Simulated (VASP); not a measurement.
Write the native input for VASP 6.6.1 that does the following.

| Item | Value |
| --- | --- |
| Task | relaxation of cell and atoms |
| Functional | PBE |
| Potentials or basis | VASP PAW PBE potentials, release 64 (Au) |
| Cutoff | 500 eV |
| k mesh | 10 × 10 × 10 |
| Occupations | gaussian, width 0.05 eV |
| Spin | no spin polarisation |
| Target pressure | 10 GPa |
| Dipole correction | no |
| Further INCAR settings | ALGO = Normal; EDIFF = 1e-07; IBRION = 2; EDIFFG = -0.01; NSW = 50; ISIF = 3 |

The structure of Au lies in POSCAR:

```
Au
1.0
   -1.6150000000      1.6150000000      1.6150000000
    1.6150000000     -1.6150000000      1.6150000000
    1.6150000000      1.6150000000     -1.6150000000
Au
1
Direct
    0.0000000000      0.0000000000      0.0000000000
```

This isn't the form of Au at room conditions, which is fcc.

One way to write it, as run:

INCAR

```
SYSTEM = Au
ALGO = Normal ; EDIFF = 1E-7
EDIFFG = -0.01 ; ENCUT = 500
GGA = PE ; GGA_COMPAT = .False.
IBRION = 2 ; ISIF = 3
ISMEAR = 0 ; LASPH = .True.
LCHARG = .False. ; LREAL = .False.
LWAVE = .False. ; NELM = 120
NELMIN = 4 ; NSW = 50
PREC = Accurate ; PSTRESS = 100.0
SIGMA = 0.05
```

KPOINTS

```
k-points
0
Gamma
  10 10 10
  0 0 0
```

Potentials or basis: VASP PAW PBE potentials, release 64 (Au).

Run with:

```sh
$ cat potpaw_PBE.64/Au/POTCAR > POTCAR
$ mpirun -np 1 vasp_std > vasp.out
```

Results of the run:

* Relaxed volume: 16.89 Å³/atom
* Relaxed cell: a = 2.800 Å, b = 2.800 Å, c = 2.800 Å, α = 109.47°, β = 109.47°, γ = 109.47°
* Space group after relaxing (to 0.1 Å): Im-3m (No. 229)
* Energy change on relaxing (the run minimises the enthalpy): -2.6 meV/atom
* Ionic steps: 3
* Pressure after relaxing: 10.0 GPa
* Band gap on the k mesh: zero (an odd number of electrons rules out a gap without spin polarisation)

Caveat: the cell is relaxed towards a set pressure, so the run minimises the enthalpy, not the energy; spin-orbit coupling is left out, which moves the levels of the heavy elements.

It took 9.9 s on 1 thread of Intel(R) Xeon(R) Platinum 8259CL CPU @ 2.50GHz (Skylake/Cascade Lake), with other jobs on the host, peak memory 0.13 GiB.
